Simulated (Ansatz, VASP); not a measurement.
## One calculation of BiRu, two programs

INCAR

```
PREC     = Accurate       # precision mode
ENCUT    = 520            # plane-wave cutoff, eV
EDIFF    = 1E-6           # SCF threshold, eV
ISMEAR   = 0              # smearing method
SIGMA    = 0.1            # smearing width, eV
LREAL    = F              # projectors in reciprocal space
LASPH    = T              # aspherical terms in the spheres
NELM     = 80             # most SCF steps
ALGO     = Normal         # electronic algorithm
ISIF     = 2              # what is computed and relaxed
LWAVE    = F              # write WAVECAR
LCHARG   = T              # write CHGCAR
GGA      = PE             # functional
LELF     = T              # ELF
LVHAR    = T            
NBANDS   = 22             # bands
```

File KPOINTS:

```
Automatic mesh
0
Gamma
  6 6 4
```

File POSCAR:

```
BiRu
1.0
    3.2685410515      0.0000000000      0.0000000000
    0.0000000000      3.2685410515      0.0000000000
    0.0000000000      0.0000000000      4.2841234497
Bi Ru
1 1
Direct
    0.5000000000      0.5000000000      0.5000000000
    0.0000000000      0.0000000000      0.0000000000
```

Input for Ansatz:

```yaml
crystal:
  lattice:
    - [3.2685410515, 0.0, 0.0]
    - [0.0, 3.2685410515, 0.0]
    - [0.0, 0.0, 4.2841234497]
  atoms:
    - { symbol: Bi, position: [0.5, 0.5, 0.5] }
    - { symbol: Ru, position: [0.0, 0.0, 0.0] }
basis:
  ecutwfc: 420
kpoints:
  mp_grid: { grid: [6, 6, 4] }
hamiltonian:
  xc: pbe
scf:
  occupations: { method: gaussian, width: 0.1 }
  lower_state_search: "off"
output:
  forces: true
  stress: true
  eigenvalues: true
```

Alike in both runs: task single point; functional PBE; k mesh 6 × 6 × 4; occupations gaussian, width 0.1 eV; no spin polarisation.

|  | VASP | Ansatz |
| --- | --- | --- |
| version | VASP 6.6.1 | Ansatz 0.2.0 |
| potentials or method | VASP PAW PBE potentials, release 64 (Bi_d, Ru_pv), cutoff 520 eV | scalar-relativistic, plane waves, PAW |
| valence electrons in the cell | 29 | 31 |

VASP gave:

```
gap on the k mesh at the Fermi level (eV)                     : none
pressure (GPa)                                                : -12.3
traceless stress, the component that is largest in VASP (GPa) : -8.80
```

**Question.** What did Ansatz give for the same quantities?

**Answer.** gap on the k mesh at the Fermi level (eV): none; pressure (GPa): -12.3; traceless stress, the component that is largest in VASP (GPa): -8.84.

A gap of «none» marks a metal or a gap that the smearing closes. VASP's potentials hold 29 valence electrons a cell and Ansatz's 31, so a difference there can come from the potentials and not from the codes.

The k mesh is coarse, so the values compare programs but aren't converged. Spin-orbit coupling is off throughout.
